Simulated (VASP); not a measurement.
# NaCl (Fm-3m) in VASP: single point with PBEsol

Aim: the single point of NaCl with PBEsol.

Everything below comes from runs of VASP 6.6.1. Logs are shortened: lines on timing, memory, paths and dates and some standing lists are left out, and cuts for length are marked.

## 1. The cell of the first run

It takes space group Fm-3m (No. 225, cubic). The conventional cell has a = 6.175 Å, b = 6.175 Å, c = 6.175 Å, α = 90.00°, β = 90.00°, γ = 90.00°. Within 4.1 Å of Na (site symmetry m-3m) lie 6 Cl at 3.09 Å. Cl (site symmetry m-3m) has 6 Na at 3.09 Å within 4.1 Å.

## 2. Single point, PBEsol (Rb replaced by Na, lengths x 0.899, strained)

Input file INCAR:

```
PREC = Accurate
ENCUT = 500
EDIFF = 1E-6
ISMEAR = 0
SIGMA = 0.02
LREAL = False
LASPH = True
NELM = 120
ALGO = Normal
ISIF = 2
LWAVE = False
LCHARG = False
GGA = PS
NBANDS = 14
GGA_COMPAT = False
```

Input file KPOINTS:

```
Automatic mesh
0
Gamma
  6 6 6
```

Input file POSCAR:

```
NaCl
1.0
    0.0000000000      3.0874073786      3.0874073786
    3.0874073786      0.0000000000      3.0874073786
    3.0874073786      3.0874073786      0.0000000000
Na Cl
1 1
Direct
    0.0000000000      0.0000000000      0.0000000000
    0.5000000000      0.5000000000      0.5000000000
```

Potentials or basis: VASP PAW PBE potentials, release 64 (Na_pv, Cl).

Started as:

```bash
$ cat potpaw_PBE.64/Na_pv/POTCAR potpaw_PBE.64/Cl/POTCAR > POTCAR
$ mpirun -np 1 vasp_std > vasp.out
```

OUTCAR:

```text
PREC = Accurate
   ENCUT = 500
   EDIFF = 1E-6
   ISMEAR = 0
   LREAL = False
   LASPH = True
   NELM = 120
   ISIF = 2
   GGA = PS

 ion  position               nearest neighbor table
   1  0.000  0.000  0.000-
   2  0.500  0.500  0.500-

  LATTYP: Found a face centered cubic cell.
 ALAT       =     6.1748147572

  Lattice vectors:

 A1 = (   0.0000000000,   3.0874073786,   3.0874073786)
 A2 = (   3.0874073786,   0.0000000000,   3.0874073786)
 A3 = (   3.0874073786,   3.0874073786,   0.0000000000)

Analysis of symmetry for initial positions (statically):
=====================================================================
 Subroutine PRICEL returns:
 Original cell was already a primitive cell.

 Routine SETGRP: Setting up the symmetry group for a
 face centered cubic supercell.

 Subroutine GETGRP returns: Found 48 space group operations
 (whereof 48 operations were pure point group operations)
 out of a pool of 48 trial point group operations.

The static configuration has the point symmetry O_h .

Analysis of symmetry for dynamics (positions and initial velocities):
=====================================================================
 Subroutine PRICEL returns:
 Original cell was already a primitive cell.

 Routine SETGRP: Setting up the symmetry group for a
 face centered cubic supercell.

 Subroutine GETGRP returns: Found 48 space group operations
 (whereof 48 operations were pure point group operations)
 out of a pool of 48 trial point group operations.

The dynamic configuration has the point symmetry O_h .

 Subroutine INISYM returns: Found 48 space group operations
 (whereof 48 operations are pure point group operations),
 and found     1 'primitive' translations

----------------------------------------------------------------------------------------

                                     Primitive cell

  volume of cell :      58.8589

  direct lattice vectors                    reciprocal lattice vectors
     0.000000000  3.087407379  3.087407379    -0.161948178  0.161948178  0.161948178
     3.087407379  0.000000000  3.087407379     0.161948178 -0.161948178  0.161948178
     3.087407379  3.087407379  0.000000000     0.161948178  0.161948178 -0.161948178

  length of vectors
     4.366253387  4.366253387  4.366253387     0.280502473  0.280502473  0.280502473

  position of ions in fractional coordinates (direct lattice)
     0.000000000  0.000000000  0.000000000
     0.500000000  0.500000000  0.500000000

  ion indices of the primitive-cell ions
   primitive index   ion index
                 1           1
                 2           2

----------------------------------------------------------------------------------------

 KPOINTS: Automatic mesh

Automatic generation of k-mesh.
 Grid dimensions read from file:
 generate k-points for:    6    6    6

 Generating k-lattice:

  Cartesian coordinates                     Fractional coordinates (reciprocal lattice)
    -0.026991363  0.026991363  0.026991363     0.166666667  0.000000000  0.000000000
     0.026991363 -0.026991363  0.026991363     0.000000000  0.166666667  0.000000000
     0.026991363  0.026991363 -0.026991363     0.000000000  0.000000000  0.166666667

  Length of vectors
     0.046750412  0.046750412  0.046750412

  Shift w.r.t. Gamma in fractional coordinates (k-lattice)
     0.000000000  0.000000000  0.000000000

 Subroutine IBZKPT returns following result:
 ===========================================

 Found     16 irreducible k-points:

 Following reciprocal coordinates:
            Coordinates               Weight
  0.000000  0.000000  0.000000      1.000000
  0.166667  0.000000  0.000000      8.000000
  0.333333  0.000000  0.000000      8.000000
  0.500000  0.000000  0.000000      4.000000
  0.166667  0.166667  0.000000      6.000000
  0.333333  0.166667  0.000000     24.000000
[... 8 lines left out ...]
 -0.333333  0.333333  0.166667     24.000000
 -0.333333  0.500000  0.166667     12.000000
   k-points           NKPTS =     16   k-points in BZ     NKDIM =     16   number of bands    NBANDS=     14
   number of dos      NEDOS =    301   number of ions     NIONS =      2
   total plane-waves  NPLWV =  32768
   dimension x,y,z NGX =    32 NGY =   32 NGZ =   32
   dimension x,y,z NGXF=    64 NGYF=   64 NGZF=   64
   ions per type =               1   1
   NGX,Y,Z   is equivalent  to a cutoff of  12.18, 12.18, 12.18 a.u.
   NGXF,Y,Z  is equivalent  to a cutoff of  24.37, 24.37, 24.37 a.u.
 SYSTEM =  unknown system
   PREC   = accura    normal or accurate (medium, high low for compatibility)
   ISTART =      0    job   : 0-new  1-cont  2-samecut
   ICHARG =      2    charge: 1-file 2-atom 10-const
   ISPIN  =      1    spin polarized calculation?
   LNONCOLLINEAR =      F non collinear calculations
   LSORBIT =      F    spin-orbit coupling
   LASPH  =      T    aspherical Exc in radial PAW
   ENCUT  =  500.0 eV  36.75 Ry    6.06 a.u.   7.96  7.96  7.96*2*pi/ulx,y,z
   NELM   =    120;   NELMIN=  2; NELMDL= -5     # of ELM steps
   EDIFF  = 0.1E-05   stopping-criterion for ELM
   LREAL  =      F    real-space projection
   EDIFFG = 0.1E-04   stopping-criterion for IOM
   NSW    =      0    number of steps for IOM
   IBRION =     -1    ionic relax: 0-MD 1-quasi-New 2-CG
   NFREE  =      0    steps in history (QN), initial steepest desc. (CG)
   ISIF   =      2    stress and relaxation
   ISYM   =      2    0-nonsym 1-usesym 2-fastsym
   POTIM  = 0.5000    time-step for ionic-motion
   TEBEG  =    0.0;   TEEND  =   0.0 temperature during run
   PSTRESS=    0.0 pullay stress
   NELECT =      14.0000    total number of electrons
   NUPDOWN=      -1.0000    fix difference up-down
   EMIN   =  10.00;   EMAX   =-10.00  energy-range for DOS
   EFERMI =   0.00;   METHOD = LEGACY
   ISMEAR =     0;   SIGMA  =   0.02  broadening in eV -4-tet -1-fermi 0-gaus
   EFERMI_NEDOS =   21; number of points for ismear=-14 and -15
   IALGO  =     38    algorithm
   IMIX   =      4    mixing-type and parameters
     AMIX     =   0.40;   BMIX     =  1.00
     AMIX_MAG =   1.60;   BMIX_MAG =  1.00
  volume/ion in A,a.u.               =      29.43       198.60
  Fermi-wavevector in a.u.,A,eV,Ry     =   1.014332  1.916810 13.998625  1.028870
  Thomas-Fermi vector in A             =   2.147554
   LORBIT       =      0    0 simple, 1 ext, 2 COOP (PROOUT), +10 PAW based schemes
   GGA     = PS    functional components
   LHFCALC =     F    Hartree Fock is set to
   AEXX    =    0.0000 exact exchange contribution
   IVDW    =     0    specifies the selected vdW correction
   LEPSILON=     F    determine dielectric tensor
   LRPA    =     F    only Hartree local field effects (RPA)
 non-spin polarized calculation
 Gauss-broadening in eV      SIGMA  =   0.02
  energy-cutoff  :      500.00
  volume of cell :       58.86
 maximum number of plane-waves:      1524
   NGX = 15   NGY = 15   NGZ = 15

 number of electron      13.9999997 magnetization

 Free energy of the ion-electron system (eV)
  ---------------------------------------------------
  ext. energy  EPLUGINS =         0.00000000
  ---------------------------------------------------
  free energy    TOTEN  =        -6.76708720 eV

  energy without entropy =       -6.76708720  energy(sigma->0) =       -6.76708720

 E-fermi :  -1.9059     XC(G=0):  -7.1912

 val. band max:       -2.0637186627   @ k =   0.0000   0.0000   0.0000
 cond. band min:       2.0588675366   @ k =   0.0000   0.0000   0.0000
 fundamental gap:      4.1225861993
 Fermi energy:        -1.9058888851

 k-point     1 :       0.0000    0.0000    0.0000
  band No.  band energies     occupation
      1     -23.3677      2.00000
      2     -23.3677      2.00000
      3     -23.3677      2.00000
      4     -14.2289      2.00000
      5      -2.0637      2.00000
      6      -2.0637      2.00000
      7      -2.0637      2.00000
      8       2.0589      0.00000
      9       8.5597      0.00000
     10       8.5597      0.00000
     11       8.5597      0.00000
     12      10.4590      0.00000
     13      10.4590      0.00000
     14      11.4381      0.00000

 k-point     2 :       0.1667    0.0000    0.0000
  band No.  band energies     occupation
      1     -23.3697      2.00000
      2     -23.3679      2.00000
      3     -23.3679      2.00000
      4     -14.1931      2.00000
      5      -2.4615      2.00000
      6      -2.1030      2.00000
      7      -2.1030      2.00000
      8       2.7163      0.00000
      9       7.6574      0.00000
     10       8.7140      0.00000
     11       8.7140      0.00000
     12       9.9880      0.00000
     13       9.9880      0.00000
     14      11.7681      0.00000

 k-point     3 :       0.3333    0.0000    0.0000
  band No.  band energies     occupation
      1     -23.3737      2.00000
      2     -23.3683      2.00000
      3     -23.3683      2.00000
      4     -14.1196      2.00000
      5      -3.0780      2.00000
      6      -2.1789      2.00000
      7      -2.1789      2.00000
      8       3.9341      0.00000
      9       6.7478      0.00000
     10       8.3423      0.00000
     11       8.3423      0.00000
     12      10.9049      0.00000
     13      10.9049      0.00000
     14      11.1347      0.00000
[... 188 lines left out ...]
 k-point    15 :      -0.3333    0.3333    0.1667
  band No.  band energies     occupation
      1     -23.3734      2.00000
      2     -23.3711      2.00000
      3     -23.3696      2.00000
      4     -14.0562      2.00000
      5      -3.0208      2.00000
      6      -2.6895      2.00000
      7      -2.3937      2.00000
      8       5.8239      0.00000
      9       5.9067      0.00000
     10       6.8958      0.00000
     11       8.4674      0.00000
     12      10.6996      0.00000
     13      11.7150      0.00000
     14      13.0746      0.00000

 k-point    16 :      -0.3333    0.5000    0.1667
  band No.  band energies     occupation
      1     -23.3729      2.00000
      2     -23.3711      2.00000
      3     -23.3705      2.00000
      4     -14.0487      2.00000
      5      -2.9958      2.00000
      6      -2.6474      2.00000
      7      -2.5185      2.00000
      8       5.2593      0.00000
      9       6.3245      0.00000
     10       7.0420      0.00000
     11       8.4061      0.00000
     12      10.9421      0.00000
     13      12.3635      0.00000
     14      12.5923      0.00000

------------------------ aborting loop because EDIFF is reached ----------------------------------------

  FORCE on cell =-STRESS in cart. coord.  units (eV):
  Direction    XX          YY          ZZ          XY          YZ          ZX
  --------------------------------------------------------------------------------------
  -------------------------------------------------------------------------------------
  Total       -1.4241488     -1.4241488     -1.4241488      0.0000000      0.0000000     -0.0000000
  in kB      -38.7662825    -38.7662825    -38.7662825      0.0000000      0.0000000     -0.0000000
  external PRESSURE =     -38.7662825 kB  Pullay stress =       0.0000000 kB

 VOLUME and BASIS-vectors are now :
 -----------------------------------------------------------------------------
  energy-cutoff  :      500.00
  volume of cell :       58.86
      direct lattice vectors                 reciprocal lattice vectors
     0.000000000  3.087407379  3.087407379    -0.161948178  0.161948178  0.161948178
     3.087407379  0.000000000  3.087407379     0.161948178 -0.161948178  0.161948178
     3.087407379  3.087407379  0.000000000     0.161948178  0.161948178 -0.161948178

 POSITION                                       TOTAL-FORCE (eV/Angst)
 -----------------------------------------------------------------------------------
      0.00000      0.00000      0.00000        -0.000000     -0.000000     -0.000000
      3.08741      3.08741      3.08741         0.000000      0.000000      0.000000
 -----------------------------------------------------------------------------------
    total drift:                                0.000000     -0.000000      0.000000

  FREE ENERGIE OF THE ION-ELECTRON SYSTEM (eV)
  ---------------------------------------------------
  free  energy   TOTEN  =        -6.7670871993 eV

  energy  without entropy=       -6.7670871993  energy(sigma->0) =       -6.76708720
```

Wall time 13 s (1 thread of Intel Xeon Platinum 8375C at 2.90GHz (Ice Lake), shared host); peak memory 0.16 GiB.

What came out:

```yaml
Free_energy: -6.7671 eV
Pressure: -3.9 GPa
Band_gap_on_the_k_mesh: 4.12 eV, direct
```

Caveat: the cell differs from its parent crystal (Rb replaced by Na, lengths x 0.899, strained); the PAW data sets were made with another functional, which shifts forces and pressure a little.
